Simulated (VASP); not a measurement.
**Re: relaxation of cell and atoms with r2SCAN**

Crystal: Re.

```
CELL_PARAMETERS angstrom
2.75933 0.00000 0.00000
-1.37967 2.38965 0.00000
0.00000 0.00000 4.45926
ATOMIC_POSITIONS crystal
Re 0.33333 0.66667 0.25000
Re 0.66667 0.33333 0.75000
```

```json
{
 "Program": "VASP 6.6.1",
 "Task": "relaxation of cell and atoms",
 "Functional": "r2SCAN",
 "Potentials or basis": "VASP PAW PBE potentials, release 64 (Re)",
 "Cutoff": "600 eV",
 "k mesh": "20 × 20 × 12",
 "Occupations": "fermi-dirac, width 0.1 eV",
 "Spin": "no spin polarisation",
 "Target pressure": "2 GPa",
 "Dipole correction": "no",
 "Further INCAR settings": "ALGO = Normal; EDIFF = 1e-07; IBRION = 2; EDIFFG = -0.002; NSW = 100; ISIF = 3"
}
```

```yaml
Relaxed_volume: 14.64 Å³/atom
Relaxed_cell: a = 2.755 Å, b = 2.755 Å, c = 4.452 Å, α = 90.00°, β = 90.00°, γ = 120.00°
Space_group_after_relaxing_to_0.1_Å: P6_3/mmc (No. 194)
Energy_change_on_relaxing_the_run_minimises_the_enthalpy: +0.4 meV/atom
Ionic_steps: 3
Pressure_after_relaxing: 2.0 GPa
Band_gap_on_the_k_mesh: zero (bands 7 and 8 overlap by 3.39 eV)
```

Step by step:
| step | energy change (eV) | largest force (eV/Å) | pressure (GPa) | volume (Å³) |
| --- | --- | --- | --- | --- |
| 1 | 0.0000 | 0.0000 | 0.19 | 29.40 |
| 2 | 0.0223 | 0.0000 | 10.27 | 28.70 |
| 3 | 0.0009 | 0.0000 | 2.01 | 29.27 |

Final structure:
```yaml
crystal:
  lattice:
    - [2.75521, 0.00000, 0.00000]
    - [-1.37761, 2.38608, 0.00000]
    - [0.00000, 0.00000, 4.45231]
  atoms:
    - { symbol: Re, position: [0.33333, 0.66667, 0.25000] }
    - { symbol: Re, position: [0.66667, 0.33333, 0.75000] }
```

Levels at points of the mesh, in eV from the Fermi level:
```
           k point  band 3  band 4  band 5  band 6  band 7  band 8  band 9  band 10  band 11
(0.00, 0.00, 0.00)   -1.66   -1.64   -1.64   -0.77   -0.77    0.23    0.23     0.55     3.55
(0.50, 0.00, 0.00)   -5.53   -2.00   -1.88   -1.46   -0.64    4.15    4.58     4.71     6.32
(0.00, 0.00, 0.50)   -2.53   -2.53   -1.77   -1.77   -1.77   -1.77    2.69     2.69     2.69
(0.50, 0.00, 0.50)   -4.31   -4.31    0.44    0.44    0.92    0.92    4.48     4.48     4.99
```

It took 27 min on 1 thread of Intel Xeon 8259CL, on a shared host, peak memory 0.27 GiB.

Caveat: the cell is relaxed towards a set pressure, so the run minimises the enthalpy, not the energy; the PAW data sets were made with another functional, which shifts forces and pressure a little; spin-orbit coupling is left out, which moves the levels of the heavy elements.
